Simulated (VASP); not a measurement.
# WC in VASP: further runs, part 2 of 2

VASP 6.6.1. Earlier steps stand in the parts before.

**4. Single point, PBE**

This run uses another cell than the first one: it holds 8 atoms, not 2.

INCAR reads:

```
SYSTEM = WC
  PREC = Accurate
  ENCUT = 520
  EDIFF = 1E-6
  ISMEAR = 0
  SIGMA = 0.1
  LREAL = .False.
  LASPH = .True.
  NELM = 80
  ALGO = Normal
  ISIF = 2
  LWAVE = .False.
  LCHARG = .False.
  GGA = PE
  NBANDS = 46
```

KPOINTS reads:

```
Automatic mesh
0
Gamma
  12 12 1
  0 0 0
```

POSCAR reads:

```
WC
1.0
    2.8470769657      0.0000000000      0.0000000000
    0.0000000000      2.9217712149      0.0000000000
    0.0000000000      0.0000000000     17.2778696859
W C
4 4
Direct
    0.0000000000      0.5000000000      0.2315100225
    0.0000000000      0.0000000000      0.3779591011
    0.0000000000      0.5000000000      0.5244081798
    0.0000000000      0.0000000000      0.6708572584
    0.5000000000      0.5000000000      0.3291427416
    0.5000000000      0.0000000000      0.4755918202
    0.5000000000      0.5000000000      0.6220408989
    0.5000000000      0.0000000000      0.7684899775
```

Potentials or basis: VASP PAW PBE potentials, release 64 (W_sv, C).

On the command line:

```
> cat potpaw_PBE.64/W_sv/POTCAR potpaw_PBE.64/C/POTCAR > POTCAR
> mpirun -np 1 vasp_std > vasp.out
```

OUTCAR:

```text
SYSTEM = WC
   PREC = Accurate
   ENCUT = 520
   EDIFF = 1E-6
   ISMEAR = 0
   LREAL = .False.
   LASPH = .True.
   NELM = 80
   ISIF = 2
   GGA = PE

 ion  position               nearest neighbor table
   1  0.000  0.500  0.232-   5 2.21   5 2.21   2 2.92   2 2.92
   2  0.000  0.000  0.378-   5 2.21   5 2.21   5 2.21   5 2.21   6 2.21   6 2.21   1 2.92   1 2.92
                             3 2.92   3 2.92
   3  0.000  0.500  0.524-   7 2.21   7 2.21   6 2.21   6 2.21   6 2.21   6 2.21   4 2.92   4 2.92
                             2 2.92   2 2.92
   4  0.000  0.000  0.671-   7 2.21   7 2.21   7 2.21   7 2.21   8 2.21   8 2.21   3 2.92   3 2.92

   5  0.500  0.500  0.329-   2 2.21   2 2.21   2 2.21   2 2.21   1 2.21   1 2.21
   6  0.500  0.000  0.476-   2 2.21   2 2.21   3 2.21   3 2.21   3 2.21   3 2.21
   7  0.500  0.500  0.622-   4 2.21   4 2.21   4 2.21   4 2.21   3 2.21   3 2.21
   8  0.500  0.000  0.768-   4 2.21   4 2.21

  LATTYP: Found a simple orthorhombic cell.
 ALAT       =     2.8470769657
 B/A-ratio  =     1.0262354162
 C/A-ratio  =     6.0686345659

  Lattice vectors:

 A1 = (   2.8470769657,   0.0000000000,   0.0000000000)
 A2 = (   0.0000000000,   2.9217712149,   0.0000000000)
 A3 = (   0.0000000000,   0.0000000000,  17.2778696859)

Analysis of symmetry for initial positions (statically):
=====================================================================
 Subroutine PRICEL returns:
 Original cell was already a primitive cell.

 Routine SETGRP: Setting up the symmetry group for a
 simple orthorhombic supercell.

 Subroutine GETGRP returns: Found  4 space group operations
 (whereof  4 operations were pure point group operations)
 out of a pool of  8 trial point group operations.

The static configuration has the point symmetry C_2v.

Analysis of symmetry for dynamics (positions and initial velocities):
=====================================================================
 Subroutine PRICEL returns:
 Original cell was already a primitive cell.
[... 140 lines left out ...]
     AMIX_MAG =   1.60;   BMIX_MAG =  1.00
  volume/ion in A,a.u.               =      17.97       121.24
  Fermi-wavevector in a.u.,A,eV,Ry     =   1.300191  2.457005 23.000600  1.690496
  Thomas-Fermi vector in A             =   2.431406
   LORBIT       =      0    0 simple, 1 ext, 2 COOP (PROOUT), +10 PAW based schemes
   GGA     = PE    functional components
   LHFCALC =     F    Hartree Fock is set to
   AEXX    =    0.0000 exact exchange contribution
   IVDW    =     0    specifies the selected vdW correction
   LEPSILON=     F    determine dielectric tensor
   LRPA    =     F    only Hartree local field effects (RPA)
 non-spin polarized calculation
 Gauss-broadening in eV      SIGMA  =   0.10
  energy-cutoff  :      520.00
  volume of cell :      143.73
 maximum number of plane-waves:      3913
 NGX is ok and might be reduce to    24

 number of electron      72.0000002 magnetization

 Free energy of the ion-electron system (eV)
  ---------------------------------------------------
  ext. energy  EPLUGINS =         0.00000000
  ---------------------------------------------------
  free energy    TOTEN  =       -82.07971272 eV

  energy without entropy =      -82.05410965  energy(sigma->0) =      -82.06691119

 E-fermi :   4.2464     XC(G=0):  -9.4120

 val. band max:        4.2425106585   @ k =   0.1667   0.0833   0.0000
 cond. band min:       4.2530508303   @ k =   0.0833   0.0000   0.0000
 fundamental gap:      0.0105401718
 Fermi energy:         4.2464010586

 k-point     1 :       0.0000    0.0000    0.0000
  band No.  band energies     occupation
      1     -70.0242      2.00000
      2     -69.9256      2.00000
      3     -69.7787      2.00000
      4     -69.7171      2.00000
      5     -34.5260      2.00000
      6     -34.2707      2.00000
[... 1165 lines left out ...]
     45       8.1465      0.00000
     46       8.4340      0.00000

 [... further k-points ...]
[... 5 lines left out ...]
  --------------------------------------------------------------------------------------
  -------------------------------------------------------------------------------------
  Total       -5.9475255     -5.8591760     -4.4369584      0.0000000      0.0000000      0.0000000
  in kB      -66.2996584    -65.3147875    -49.4607080      0.0000000      0.0000000      0.0000000
  external PRESSURE =     -60.3583847 kB  Pullay stress =       0.0000000 kB

 VOLUME and BASIS-vectors are now :
 -----------------------------------------------------------------------------
  energy-cutoff  :      520.00
  volume of cell :      143.73
      direct lattice vectors                 reciprocal lattice vectors
     2.847076966  0.000000000  0.000000000     0.351237431  0.000000000  0.000000000
     0.000000000  2.921771215  0.000000000     0.000000000  0.342258146  0.000000000
     0.000000000  0.000000000 17.277869686     0.000000000  0.000000000  0.057877506

 POSITION                                       TOTAL-FORCE (eV/Angst)
 -----------------------------------------------------------------------------------
      0.00000      1.46089      4.00000         0.000000      0.000000      0.959415
      0.00000      0.00000      6.53033         0.000000      0.000000      0.177854
      0.00000      1.46089      9.06066         0.000000      0.000000     -0.401298
      0.00000      0.00000     11.59098         0.000000      0.000000      2.640867
      1.42354      1.46089      5.68689         0.000000      0.000000     -0.973476
      1.42354      0.00000      8.21721         0.000000      0.000000     -0.163135
      1.42354      1.46089     10.74754         0.000000      0.000000     -0.132282
      1.42354      0.00000     13.27787         0.000000      0.000000     -2.107945
 -----------------------------------------------------------------------------------
    total drift:                                0.000000      0.000000     -0.001975

  FREE ENERGIE OF THE ION-ELECTRON SYSTEM (eV)
  ---------------------------------------------------
  free  energy   TOTEN  =       -82.0797127200 eV

  energy  without entropy=      -82.0541096547  energy(sigma->0) =      -82.06691119
```

OSZICAR:

```text
N       E                     dE             d eps       ncg     rms          rms(c)
DAV:   1     0.872316512182E+03    0.87232E+03   -0.42511E+04  4884   0.163E+03
DAV:   2    -0.363511471354E+02   -0.90867E+03   -0.88668E+03  5044   0.508E+02
DAV:   3    -0.927196188907E+02   -0.56368E+02   -0.54987E+02  5552   0.123E+02
[... 13 lines left out ...]
DAV:  17    -0.820796747591E+02    0.32284E-03   -0.12612E-03  5724   0.233E-01    0.458E-02
DAV:  18    -0.820797009930E+02   -0.26234E-04   -0.37469E-04  5610   0.810E-02    0.351E-02
DAV:  19    -0.820797161643E+02   -0.15171E-04   -0.40074E-05  5238   0.292E-02    0.231E-02
DAV:  20    -0.820797136919E+02    0.24724E-05   -0.64537E-05  5112   0.476E-02    0.111E-02
DAV:  21    -0.820797127200E+02    0.97191E-06   -0.93381E-06  5034   0.173E-02
   1 F= -.82079713E+02 E0= -.82066911E+02  d E =-.256031E-01
```

stdout:

```text
POSCAR found type information on POSCAR W C
 POSCAR found :  2 types and       8 ions
 scaLAPACK will be used
 LDA part: xc-table for (Slater+PW92), standard interpolation
 POSCAR, INCAR and KPOINTS ok, starting setup
 FFT: planning ... GRIDC
 FFT: planning ... GRID_SOFT
 FFT: planning ... GRID
 WAVECAR not read
 entering main loop
```

Wall time 6.7 min (1 thread of Intel Xeon Platinum 8559C (Emerald Rapids), shared host); peak memory 0.41 GiB.

What came out:

| Property | Result |
| --- | --- |
| Free energy | -82.0797 eV |
| Largest force | 2.641 eV/Å |
| Band gap on the k mesh | zero (band 36 reaches 4.51 eV, above the bottom of band 37 at 3.97 eV) |

Forces on the atoms (eV/Å):
```
W    0.000  0.000  0.959
W    0.000  0.000  0.178
W    0.000  0.000 -0.401
W    0.000  0.000  2.641
C    0.000  0.000 -0.973
C    0.000  0.000 -0.163
C    0.000  0.000 -0.132
C    0.000  0.000 -2.108
```

Caveat: spin-orbit coupling is left out, which moves the levels of the heavy elements.

**5. The runs side by side**

```csv
cell,dipole correction,gap on the mesh (eV),largest force (eV/Å)
"a = 2.847, b = 2.922, c = 16.687 Å, 2 atoms",yes,none,4.94
"a = 2.847, b = 2.922, c = 21.748 Å, 6 atoms",yes,none,2.58
"a = 2.847, b = 2.922, c = 17.278 Å, 8 atoms",no,none,2.64
```

Alike in all rows: task single point; level PBE; potentials or basis VASP PAW PBE potentials, release 64 (W_sv, C); no spin polarisation; k mesh 12 × 12 × 1; cutoff (eV) 520; smearing gaussian 0.1 eV.

Caveats: spin-orbit coupling is left out, which moves the levels of the heavy elements.

Absolute energies hang on the potentials; compare differences alone.
